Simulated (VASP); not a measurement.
Here is a VASP 6.6.1 calculation.

The input INCAR:

```
SYSTEM = GaN
  ALGO = Normal
  EDIFF = 1E-6
  ENCUT = 520
  GGA = PE
  ISIF = 2
  ISMEAR = -1
  LASPH = .True.
  LCHARG = .True.
  LELF = .True.
  LREAL = .False.
  LVHAR = .True.
  LWAVE = .False.
  NBANDS = 16
  NELM = 80
  PREC = Accurate
  SIGMA = 0.08
```

The input KPOINTS:

```
k-points
0
Gamma
  16 16 16
  0 0 0
```

Contents of POSCAR:

```
GaN
1.0
    0.0000000000      2.0289527183      2.0289527183
    2.0289527183      0.0000000000      2.0289527183
    2.0289527183      2.0289527183      0.0000000000
Ga N
1 1
Direct
    0.0000000000      0.0000000000      0.0000000000
    0.5000000000      0.5000000000      0.5000000000
```

Potentials or basis: VASP PAW PBE potentials, release 64 (Ga_d, N).

The run is started by

```console
$ cat potpaw_PBE.64/Ga_d/POTCAR potpaw_PBE.64/N/POTCAR > POTCAR
$ mpirun -np 1 vasp_std > vasp.out
```

Task: Estimate the band gap on the k mesh.

Result: 1.40 eV, indirect (least direct gap 4.40 eV).

Task: What does it give for the pressure?

Result: 46.1 GPa.

A k mesh can miss the band edges. As with any semilocal functional, this PBE gap is likely too small.
